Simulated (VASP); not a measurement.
A run of VASP 6.6.1:

INCAR

```
SYSTEM = Ca2Zr2N
PREC = Accurate ; ENCUT = 520
EDIFF = 1E-7 ; ISMEAR = 0
SIGMA = 0.1 ; LREAL = .False.
LASPH = .True. ; NELM = 60
ALGO = Normal ; ISIF = 2
LWAVE = .False. ; LCHARG = .False.
GGA = PE ; NBANDS = 32
```

Contents of KPOINTS:

```
Automatic mesh
0
Gamma
  6 6 6
  0 0 0
```

Contents of POSCAR:

```
Ca2Zr2N
1.0
   -3.3253818448      3.3253818448      3.4893436154
    3.3253818448     -3.3253818448      3.4893436154
    3.3253818448      3.3253818448     -3.4893436154
Ca Zr N
2 2 1
Direct
    0.7500000000      0.2500000000      0.5000000000
    0.2500000000      0.7500000000      0.5000000000
    0.7257144487      0.7257144487      0.0000000000
    0.2742855513      0.2742855513      0.0000000000
    0.0000000000      0.0000000000      0.0000000000
```

Potentials or basis: VASP PAW PBE potentials, release 64 (Ca_sv, Zr_sv, N).

Run with:

```sh
$ cat potpaw_PBE.64/Ca_sv/POTCAR potpaw_PBE.64/Zr_sv/POTCAR potpaw_PBE.64/N/POTCAR > POTCAR
$ mpirun -np 1 vasp_std > vasp.out
```

Hardware: 1 thread of Intel(R) Xeon(R) 6975P-C (Granite Rapids) (shared host).

Problem. Estimate the wall time of this run.

Solution. Run time: 100 s on 1 thread of Intel(R) Xeon(R) 6975P-C (Granite Rapids) (shared host), peak memory 0.41 GiB. Counts: scf iterations 16, k points 30.
